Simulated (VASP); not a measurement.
# CuSi16 (a cell with a defect) in VASP: a series of runs

CuSi16 (a cell with a defect) is run at these levels: PBE; tasks: single point.

All numbers are computed with VASP 6.6.1; they aren't measurements. Logs are shortened: lines on timing, memory, paths and dates and some standing lists are left out, and cuts for length are marked.

### Step 1. The cell of the first run

The cell holds a defect, 17 atoms: a = 7.679 Å, b = 7.679 Å, c = 7.679 Å, α = 60.00°, β = 60.00°, γ = 60.00°.

### Step 2. Single point, PBE

INCAR reads:

```
SYSTEM = CuSi16
PREC = Accurate
ENCUT = 520
EDIFF = 1E-7
ISMEAR = 0
SIGMA = 0.02
LREAL = Auto
LASPH = .TRUE.
NELM = 80
ALGO = Normal
ISIF = 2
LWAVE = .FALSE.
LCHARG = .FALSE.
GGA = PE
NELECT = 74.0
NBANDS = 52
```

KPOINTS reads:

```
Automatic mesh
0
G
  2 2 2
  0 0 0
```

POSCAR reads:

```
CuSi16
1.0
    0.0000000000      5.4300000000      5.4300000000
    5.4300000000      0.0000000000      5.4300000000
    5.4300000000      5.4300000000      0.0000000000
Si Cu
16 1
Direct
    0.0363931860     -0.0100920810     -0.0131959484
    0.1295677716      0.1292972376      0.1280930018
   -0.0075968692      0.0063996317      0.5005681400
    0.1295488950      0.1292809392      0.6131732044
   -0.0061041436      0.5034822284      0.0036083794
    0.1337203499      0.6130923573      0.1266673112
   -0.0063951197      0.5035052486      0.4990317680
    0.1051765193      0.6324085635      0.6311901473
    0.5035017495      0.0087330571      0.0042800184
    0.6645867403      0.1033591160      0.1166081031
    0.5034000921      0.0081844383      0.4843339779
    0.6199197053      0.1379791897      0.6214388582
    0.5080043278      0.4747024862      0.0085150092
    0.6218750460      0.6189765193      0.1345059853
    0.4762530387      0.5119169429      0.5055500921
    0.6215152855      0.6185353591      0.6249679558
    0.4633851750      0.8405441068      0.8483557090
```

Potentials or basis: VASP PAW PBE potentials, release 64 (Si, Cu).

Launch:

```bash
cat potpaw_PBE.64/Si/POTCAR potpaw_PBE.64/Cu/POTCAR > POTCAR
mpirun -np 1 vasp_std > vasp.out
```

OUTCAR:

```text
SYSTEM = CuSi16
   PREC = Accurate
   ENCUT = 520
   EDIFF = 1E-7
   ISMEAR = 0
   LREAL = Auto
   LASPH = .TRUE.
   NELM = 80
   ISIF = 2
   GGA = PE
   NELECT = 74.0

 ion  position               nearest neighbor table
   1  0.036  0.990  0.987-  10 2.33   4 2.35   2 2.35   6 2.37  17 2.68
   2  0.130  0.129  0.128-   3 2.34   9 2.34   5 2.35   1 2.35
   3  0.992  0.006  0.501-  12 2.34   2 2.34   4 2.34   8 2.35
   4  0.130  0.129  0.613-   3 2.34  11 2.34   7 2.35   1 2.35
   5  0.994  0.503  0.004-  14 2.33   8 2.34   6 2.34   2 2.35
   6  0.134  0.613  0.127-   7 2.34   5 2.34  13 2.35   1 2.37
   7  0.994  0.504  0.499-  16 2.33   6 2.34   8 2.34   4 2.35
   8  0.105  0.632  0.631-  15 2.33   5 2.34   7 2.34   3 2.35
   9  0.504  0.009  0.004-  10 2.32   2 2.34  17 2.35  12 2.40  14 2.45
  10  0.665  0.103  0.117-  11 2.32   9 2.32   1 2.33  13 2.34
  11  0.503  0.008  0.484-  10 2.32   4 2.34  17 2.35  12 2.41  16 2.44
  12  0.620  0.138  0.621-   3 2.34  15 2.35   9 2.40  11 2.41  17 2.52
  13  0.508  0.475  0.009-  10 2.34   6 2.35  17 2.35  16 2.41  14 2.41
  14  0.622  0.619  0.135-  15 2.33   5 2.33  13 2.41   9 2.45  17 2.46
  15  0.476  0.512  0.506-   8 2.33  14 2.33  16 2.33  12 2.35
  16  0.622  0.619  0.625-  15 2.33   7 2.33  13 2.41  11 2.44  17 2.47
  17  0.463  0.841  0.848-  11 2.35   9 2.35  13 2.35  14 2.46  16 2.47  12 2.52   1 2.68

  LATTYP: Found a face centered cubic cell.
 ALAT       =    10.8600000000

  Lattice vectors:

 A1 = (   0.0000000000,   5.4300000000,   5.4300000000)
 A2 = (   5.4300000000,   0.0000000000,   5.4300000000)
 A3 = (   5.4300000000,   5.4300000000,   0.0000000000)

Analysis of symmetry for initial positions (statically):
=====================================================================
 Subroutine PRICEL returns:
 Original cell was already a primitive cell.

 Routine SETGRP: Setting up the symmetry group for a
 face centered cubic supercell.

 Subroutine GETGRP returns: Found  1 space group operations
 (whereof  1 operations were pure point group operations)
 out of a pool of 48 trial point group operations.

The static configuration has the point symmetry C_1 .

Analysis of symmetry for dynamics (positions and initial velocities):
=====================================================================
 Subroutine PRICEL returns:
 Original cell was already a primitive cell.

 Routine SETGRP: Setting up the symmetry group for a
 face centered cubic supercell.

 Subroutine GETGRP returns: Found  1 space group operations
 (whereof  1 operations were pure point group operations)
 out of a pool of 48 trial point group operations.

The dynamic configuration has the point symmetry C_1 .

 Subroutine INISYM returns: Found  1 space group operations
 (whereof  1 operations are pure point group operations),
 and found     1 'primitive' translations

----------------------------------------------------------------------------------------

                                     Primitive cell

  volume of cell :     320.2060

  direct lattice vectors                    reciprocal lattice vectors
     0.000000000  5.430000000  5.430000000    -0.092081031  0.092081031  0.092081031
     5.430000000  0.000000000  5.430000000     0.092081031 -0.092081031  0.092081031
     5.430000000  5.430000000  0.000000000     0.092081031  0.092081031 -0.092081031

  length of vectors
     7.679179644  7.679179644  7.679179644     0.159489025  0.159489025  0.159489025

  position of ions in fractional coordinates (direct lattice)
     0.036393186  0.989907919  0.986804052
     0.129567772  0.129297238  0.128093002
     0.992403131  0.006399632  0.500568140
     0.129548895  0.129280939  0.613173204
     0.993895856  0.503482228  0.003608379
     0.133720350  0.613092357  0.126667311
[... 9 lines left out ...]
     0.621515286  0.618535359  0.624967956
     0.463385175  0.840544107  0.848355709

  ion indices of the primitive-cell ions
   primitive index   ion index
                 1           1
                 2           2
                 3           3
                 4           4
                 5           5
                 6           6
[... 9 lines left out ...]
                16          16
                17          17

----------------------------------------------------------------------------------------

 KPOINTS: Automatic mesh

Automatic generation of k-mesh.
 Grid dimensions read from file:
 generate k-points for:    2    2    2

 Generating k-lattice:

  Cartesian coordinates                     Fractional coordinates (reciprocal lattice)
    -0.046040516  0.046040516  0.046040516     0.500000000  0.000000000  0.000000000
     0.046040516 -0.046040516  0.046040516     0.000000000  0.500000000  0.000000000
     0.046040516  0.046040516 -0.046040516     0.000000000  0.000000000  0.500000000

  Length of vectors
     0.079744512  0.079744512  0.079744512

  Shift w.r.t. Gamma in fractional coordinates (k-lattice)
     0.000000000  0.000000000  0.000000000

 Subroutine IBZKPT returns following result:
 ===========================================

 Found      8 irreducible k-points:

 Following reciprocal coordinates:
            Coordinates               Weight
  0.000000  0.000000  0.000000      1.000000
  0.500000  0.000000  0.000000      1.000000
  0.000000  0.500000  0.000000      1.000000
  0.000000  0.000000  0.500000      1.000000
  0.500000  0.500000  0.500000      1.000000
  0.500000  0.500000  0.000000      1.000000
  0.000000  0.500000  0.500000      1.000000
  0.500000  0.000000  0.500000      1.000000
   k-points           NKPTS =      8   k-points in BZ     NKDIM =      8   number of bands    NBANDS=     52
   number of dos      NEDOS =    301   number of ions     NIONS =     17
   total plane-waves  NPLWV = 216000
   dimension x,y,z NGX =    60 NGY =   60 NGZ =   60
   dimension x,y,z NGXF=   120 NGYF=  120 NGZF=  120
   ions per type =              16   1
   NGX,Y,Z   is equivalent  to a cutoff of  12.99, 12.99, 12.99 a.u.
   NGXF,Y,Z  is equivalent  to a cutoff of  25.98, 25.98, 25.98 a.u.
 SYSTEM =  CuSi16
   PREC   = accura    normal or accurate (medium, high low for compatibility)
   ISTART =      0    job   : 0-new  1-cont  2-samecut
   ICHARG =      2    charge: 1-file 2-atom 10-const
   ISPIN  =      1    spin polarized calculation?
   LNONCOLLINEAR =      F non collinear calculations
   LSORBIT =      F    spin-orbit coupling
   LASPH  =      T    aspherical Exc in radial PAW
   ENCUT  =  520.0 eV  38.22 Ry    6.18 a.u.  14.28 14.28 14.28*2*pi/ulx,y,z
   NELM   =     80;   NELMIN=  2; NELMDL= -5     # of ELM steps
   EDIFF  = 0.1E-06   stopping-criterion for ELM
   LREAL  =      T    real-space projection
   EDIFFG = 0.1E-05   stopping-criterion for IOM
   NSW    =      0    number of steps for IOM
   IBRION =     -1    ionic relax: 0-MD 1-quasi-New 2-CG
   NFREE  =      0    steps in history (QN), initial steepest desc. (CG)
   ISIF   =      2    stress and relaxation
   ISYM   =      2    0-nonsym 1-usesym 2-fastsym
   POTIM  = 0.5000    time-step for ionic-motion
   TEBEG  =    0.0;   TEEND  =   0.0 temperature during run
   PSTRESS=    0.0 pullay stress
   NELECT =      74.0000    total number of electrons
   NUPDOWN=      -1.0000    fix difference up-down
   EMIN   =  10.00;   EMAX   =-10.00  energy-range for DOS
   EFERMI =   0.00;   METHOD = LEGACY
   ISMEAR =     0;   SIGMA  =   0.02  broadening in eV -4-tet -1-fermi 0-gaus
   EFERMI_NEDOS =   21; number of points for ismear=-14 and -15
   IALGO  =     38    algorithm
   IMIX   =      4    mixing-type and parameters
     AMIX     =   0.40;   BMIX     =  1.00
     AMIX_MAG =   1.60;   BMIX_MAG =  1.00
  volume/ion in A,a.u.               =      18.84       127.11
  Fermi-wavevector in a.u.,A,eV,Ry     =   1.004636  1.898488 13.732283  1.009294
  Thomas-Fermi vector in A             =   2.137265
   LORBIT       =      0    0 simple, 1 ext, 2 COOP (PROOUT), +10 PAW based schemes
   GGA     = PE    functional components
   LHFCALC =     F    Hartree Fock is set to
   AEXX    =    0.0000 exact exchange contribution
   IVDW    =     0    specifies the selected vdW correction
   LEPSILON=     F    determine dielectric tensor
   LRPA    =     F    only Hartree local field effects (RPA)
 non-spin polarized calculation
 Gauss-broadening in eV      SIGMA  =   0.02
  energy-cutoff  :      520.00
  volume of cell :      320.21
 maximum number of plane-waves:      8646
 NGX is ok and might be reduce to    60
   NGX = 29   NGY = 29   NGZ = 29

 number of electron      74.0000003 magnetization

 Free energy of the ion-electron system (eV)
  ---------------------------------------------------
  ext. energy  EPLUGINS =         0.00000000
  ---------------------------------------------------
  free energy    TOTEN  =       -94.22236639 eV

  energy without entropy =      -94.22236637  energy(sigma->0) =      -94.22236638

 E-fermi :   6.4038     XC(G=0):  -9.6101

 val. band max:        6.3351401722   @ k =   0.0000   0.0000   0.0000
 cond. band min:       6.4723977063   @ k =   0.0000   0.0000   0.0000
 fundamental gap:      0.1372575341
 Fermi energy:         6.4037688660

 k-point     1 :       0.0000    0.0000    0.0000
  band No.  band energies     occupation
      1      -5.8945      2.00000
      2      -3.5314      2.00000
      3      -3.5129      2.00000
      4      -3.4884      2.00000
      5      -3.4659      2.00000
      6      -2.0059      2.00000
[... 41 lines left out ...]
     48       8.4719      0.00000
     49       8.5643      0.00000

 k-point     2 :       0.5000    0.0000    0.0000
  band No.  band energies     occupation
      1      -5.2586      2.00000
      2      -4.8978      2.00000
      3      -3.2382      2.00000
      4      -3.2250      2.00000
      5      -3.2019      2.00000
      6      -3.0684      2.00000
[... 304 lines left out ...]
 k-point     8 :       0.5000    0.0000    0.5000
  band No.  band energies     occupation
      1      -4.9337      2.00000
      2      -4.7139      2.00000
      3      -3.8844      2.00000
      4      -3.7737      2.00000
      5      -3.7446      2.00000
      6      -3.7375      2.00000
[... 41 lines left out ...]
     48      10.4667      0.00000
     49      10.4835      0.00000
 [bands above 49 left out]

------------------------ aborting loop because EDIFF is reached ----------------------------------------

  FORCE on cell =-STRESS in cart. coord.  units (eV):
  Direction    XX          YY          ZZ          XY          YZ          ZX
  --------------------------------------------------------------------------------------
  -------------------------------------------------------------------------------------
  Total       -1.3873965     -1.2965996     -1.9454707      0.7756336      0.0533652     -0.1662238
  in kB       -6.9419534     -6.4876437     -9.7343239      3.8809468      0.2670170     -0.8317146
  external PRESSURE =      -7.7213070 kB  Pullay stress =       0.0000000 kB

 VOLUME and BASIS-vectors are now :
 -----------------------------------------------------------------------------
  energy-cutoff  :      520.00
  volume of cell :      320.21
      direct lattice vectors                 reciprocal lattice vectors
     0.000000000  5.430000000  5.430000000    -0.092081031  0.092081031  0.092081031
     5.430000000  0.000000000  5.430000000     0.092081031 -0.092081031  0.092081031
     5.430000000  5.430000000  0.000000000     0.092081031  0.092081031 -0.092081031

 POSITION                                       TOTAL-FORCE (eV/Angst)
 -----------------------------------------------------------------------------------
     10.73355      5.55596      5.57282         0.008685     -0.000501     -0.003588
      1.39763      1.39910      1.40564        -0.009576     -0.005757     -0.001070
      2.75284      8.10683      5.42350         0.003198      0.001594      0.003877
      4.03153      4.03298      1.40545         0.002329      0.002606     -0.002364
      2.75350      5.41645      8.13076         0.003494      0.005596     -0.000358
      4.01689      1.41390      4.05519        -0.000128     -0.004699      0.004883
[... 9 lines left out ...]
      6.75222      6.76840      6.73348        -0.010583     -0.004341      0.005792
      9.17073      7.12275      7.08034         0.009662     -0.010218     -0.017152
 -----------------------------------------------------------------------------------
    total drift:                                0.000880     -0.001490     -0.000001

  FREE ENERGIE OF THE ION-ELECTRON SYSTEM (eV)
  ---------------------------------------------------
  free  energy   TOTEN  =       -94.2223663894 eV

  energy  without entropy=      -94.2223663677  energy(sigma->0) =      -94.22236638
```

Wall time 9.3 min (1 thread of AMD EPYC 7R43 (Zen 3), shared host); peak memory 0.45 GiB.

What came out:

* Free energy: -94.2224 eV
* Largest force: 0.022 eV/Å

Forces on the atoms (eV/Å):
```
Si   0.009 -0.001 -0.004
Si  -0.010 -0.006 -0.001
Si   0.003  0.002  0.004
Si   0.002  0.003 -0.002
Si   0.003  0.006  0.000
Si   0.000 -0.005  0.005
Si  -0.001  0.001 -0.001
Si  -0.004 -0.003  0.002
Si   0.009  0.003  0.006
Si  -0.004 -0.008 -0.001
Si   0.004 -0.001  0.010
Si  -0.006 -0.006 -0.001
Si  -0.004  0.013 -0.010
Si  -0.002  0.008  0.000
Si   0.000  0.009  0.005
Si  -0.011 -0.004  0.006
Cu   0.010 -0.010 -0.017
```

Caveat: the k points lie up to 0.50 Å⁻¹ apart; the cell carries a net charge on a neutralising background, which shifts energy and pressure; the cell is charged against a uniform background, so pressure and absolute levels hang on convention.

(Part 1 of 2 ends here.)
